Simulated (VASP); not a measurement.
Write the native input for VASP 6.6.1 that does the following.

| Property | Result |
| --- | --- |
| Task | single point |
| Functional | LDA |
| Potentials or basis | VASP PAW LDA potentials, release 64 (W_sv, C) |
| Cutoff | 520 eV |
| k mesh | 11 × 11 × 9 |
| Occupations | fermi-dirac, width 0.05 eV |
| Spin | no spin polarisation |
| Dipole correction | no |
| Further INCAR settings | ALGO = Normal; EDIFF = 1e-07; NBANDS = 16 |

The structure of WC lies in POSCAR:

```
WC
1.0
    2.8851371676      0.0000000000      0.0000000000
   -1.4425685838      2.4986020806      0.0000000000
    0.0000000000      0.0000000000      2.8096529978
W C
1 1
Direct
    0.0000000000      0.0000000000      0.0000000000
    0.6666666667      0.3333333333      0.5000000000
```

One way to write it, as run:

INCAR

```
PREC = Accurate
ENCUT = 520
EDIFF = 1E-7
ISMEAR = -1
SIGMA = 0.05
LREAL = False
LASPH = True
NELM = 100
ALGO = Normal
ISIF = 2
LWAVE = False
LCHARG = False
GGA = CA
NBANDS = 16
```

KPOINTS

```
Automatic mesh
0
Gamma
  11 11 9
```

Potentials or basis: VASP PAW LDA potentials, release 64 (W_sv, C).

Launch:

```console
$ cat potpaw_LDA.64/W_sv/POTCAR potpaw_LDA.64/C/POTCAR > POTCAR
$ mpirun -np 1 vasp_std > vasp.out
```

Results of the run:

```yaml
Pressure: 2.7 GPa
Band_gap_on_the_k_mesh: zero (bands 9 and 10 overlap by 1.29 eV)
```

Caveat: spin-orbit coupling is left out, which moves the levels of the heavy elements.

Wall time 30 s on 1 thread of Intel Xeon 8259CL, with other jobs on the host, peak memory 0.15 GiB.
